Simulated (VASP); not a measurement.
# HgTe (R-3m) in VASP: notebook, part 2 of 2

VASP 6.6.1. The steps go on from the part before.

### 4 Single point, PBE (equal xy, yz and zx shear strains of +2 %)

Input file INCAR:

```
SYSTEM = HgTe
  ALGO = Normal
  EDIFF = 1E-7
  ENCUT = 520
  GGA = PE
  ISIF = 2
  ISMEAR = -1
  LASPH = .TRUE.
  LCHARG = .FALSE.
  LREAL = .FALSE.
  LWAVE = .FALSE.
  NBANDS = 16
  NELM = 100
  PREC = Accurate
  SIGMA = 0.08
```

Input file KPOINTS:

```
k-points
0
G
  10 10 10
  0 0 0
```

Input file POSCAR:

```
HgTe
1.0
    0.0584300000      2.9507150000      2.9507150000
    2.9507150000      0.0584300000      2.9507150000
    2.9507150000      2.9507150000      0.0584300000
Hg Te
1 1
Direct
    0.0000000000      0.0000000000      0.0000000000
    0.5000000000      0.5000000000      0.5000000000
```

Potentials or basis: VASP PAW PBE potentials, release 64 (Hg, Te).

Run with:

```
$ cat potpaw_PBE.64/Hg/POTCAR potpaw_PBE.64/Te/POTCAR > POTCAR
$ mpirun -np 1 vasp_std > vasp.out
```

OUTCAR:

```text
SYSTEM = HgTe
   EDIFF = 1E-7
   ENCUT = 520
   GGA = PE
   ISIF = 2
   ISMEAR = -1
   LASPH = .TRUE.
   LREAL = .FALSE.
   NELM = 100
   PREC = Accurate

 ion  position               nearest neighbor table
   1  0.000  0.000  0.000-   2 2.92   2 2.92   2 2.92   2 2.92   2 2.92   2 2.92
   2  0.500  0.500  0.500-   1 2.92   1 2.92   1 2.92   1 2.92   1 2.92   1 2.92

  LATTYP: Found a trigonal (rhomboedric) cell.
 ALAT       =     4.1733502234
 COS(alpha) =     0.5197000882

  Lattice vectors:

 A1 = (   0.0584300000,   2.9507150000,   2.9507150000)
 A2 = (   2.9507150000,   0.0584300000,   2.9507150000)
 A3 = (   2.9507150000,   2.9507150000,   0.0584300000)

Analysis of symmetry for initial positions (statically):
=====================================================================
 Subroutine PRICEL returns:
 Original cell was already a primitive cell.

 Routine SETGRP: Setting up the symmetry group for a
 trigonal (rhombohedral) supercell.

 Subroutine GETGRP returns: Found 12 space group operations
 (whereof 12 operations were pure point group operations)
 out of a pool of 12 trial point group operations.
[... 156 lines left out ...]
  ext. energy  EPLUGINS =         0.00000000
  ---------------------------------------------------
  free energy    TOTEN  =        -3.13294261 eV

  energy without entropy =       -3.12011830  energy(sigma->0) =       -3.12653046

 E-fermi :   5.9465     XC(G=0): -10.5081

 val. band max:        5.9353735746   @ k =   0.5000   0.5000   0.4000
 cond. band min:       6.0001998702   @ k =  -0.2000   0.1000  -0.0000
 fundamental gap:      0.0648262956
 Fermi energy:         5.9465000299

 k-point     1 :       0.0000    0.0000    0.0000
  band No.  band energies     occupation
      1      -7.0883      2.00000
      2      -1.3046      2.00000
      3      -1.3046      2.00000
      4      -1.2651      2.00000
      5      -1.2284      2.00000
      6      -1.2284      2.00000
[... 433 lines left out ...]
      3      -1.3935      2.00000
      4      -1.2791      2.00000
      5      -0.9977      2.00000
      6      -0.9738      2.00000
[... 8 lines left out ...]
     15      18.2675      0.00000
     16      18.4967      0.00000

 [... further k-points ...]
[... 5 lines left out ...]
  --------------------------------------------------------------------------------------
  -------------------------------------------------------------------------------------
  Total        3.3028387      3.3028387      3.3028387     -0.1034065     -0.1034065     -0.1034065
  in kB      106.1401553    106.1401553    106.1401553     -3.3230748     -3.3230748     -3.3230748
  external PRESSURE =     106.1401553 kB  Pullay stress =       0.0000000 kB

 VOLUME and BASIS-vectors are now :
 -----------------------------------------------------------------------------
  energy-cutoff  :      520.00
  volume of cell :       49.86
      direct lattice vectors                 reciprocal lattice vectors
     0.058430000  2.950715000  2.950715000    -0.174568537  0.171178857  0.171178857
     2.950715000  0.058430000  2.950715000     0.171178857 -0.174568537  0.171178857
     2.950715000  2.950715000  0.058430000     0.171178857  0.171178857 -0.174568537

 POSITION                                       TOTAL-FORCE (eV/Angst)
 -----------------------------------------------------------------------------------
      0.00000      0.00000      0.00000         0.000000      0.000000     -0.000000
      2.97993      2.97993      2.97993        -0.000000     -0.000000      0.000000
 -----------------------------------------------------------------------------------
    total drift:                                0.000000     -0.000000     -0.000000

  FREE ENERGIE OF THE ION-ELECTRON SYSTEM (eV)
  ---------------------------------------------------
  free  energy   TOTEN  =        -3.1329426110 eV

  energy  without entropy=       -3.1201183004  energy(sigma->0) =       -3.12653046
```

stdout:

```text
POSCAR found type information on POSCAR HgTe
 POSCAR found :  2 types and       2 ions
 scaLAPACK will be used
 LDA part: xc-table for (Slater+PW92), standard interpolation
 POSCAR, INCAR and KPOINTS ok, starting setup
 FFT: planning ... GRIDC
 FFT: planning ... GRID_SOFT
 FFT: planning ... GRID
 WAVECAR not read
 entering main loop
```

Wall time 36 s (1 thread of AMD EPYC 9R45 (Zen 5), shared host); peak memory 0.21 GiB.

What came out:

| Property | Result |
| --- | --- |
| Free energy | -3.1329 eV |
| Pressure | 10.6 GPa |
| Band gap on the k mesh | zero (bands 9 and 10 overlap by 3.20 eV) |

Stress tensor (GPa, compression positive):
```
10.61 -0.33 -0.33
-0.33 10.61 -0.33
-0.33 -0.33 10.61
```

Levels at points of the mesh, in eV from the Fermi level:
| k point | band 6 | band 7 | band 8 | band 9 | band 10 | band 11 | band 12 | band 13 |
| --- | --- | --- | --- | --- | --- | --- | --- | --- |
| (0.00, 0.00, 0.00) | -7.17 | -1.11 | -0.80 | -0.80 | -0.36 | 7.47 | 7.85 | 7.85 |
| (0.50, 0.00, 0.00) | -6.93 | -6.03 | 0.38 | 0.41 | 2.40 | 3.60 | 3.81 | 4.28 |
| (0.50, 0.50, 0.00) | -5.99 | -5.18 | -2.94 | -2.93 | -2.69 | 4.66 | 9.78 | 9.89 |
| (0.50, 0.50, 0.50) | -6.96 | -6.17 | 0.50 | 0.50 | 2.67 | 3.96 | 3.96 | 4.58 |

Caveat: the cell differs from its parent crystal (equal xy, yz and zx shear strains of +2 %); the cell stands under pressure; spin-orbit coupling is left out, which moves the levels of the heavy elements.

### 5 Overview

```csv
cell,gap on the mesh (eV),pressure (GPa)
"a = 4.071 Å, angles 62.0°, 2 atoms",none,10.6
"a = 4.111 Å, angles 60.7°, 2 atoms",none,10.6
"a = 4.173 Å, angles 58.7°, 2 atoms",none,10.6
```

Alike in all rows: task single point; level PBE; potentials or basis VASP PAW PBE potentials, release 64 (Hg, Te); no spin polarisation; k mesh 10 × 10 × 10; cutoff (eV) 520; smearing fermi-dirac 0.08 eV.

Caveats: the cell stands under pressure; spin-orbit coupling is left out, which moves the levels of the heavy elements.

Total energies depend on the potentials used, so only differences within one code and one set of settings carry meaning.
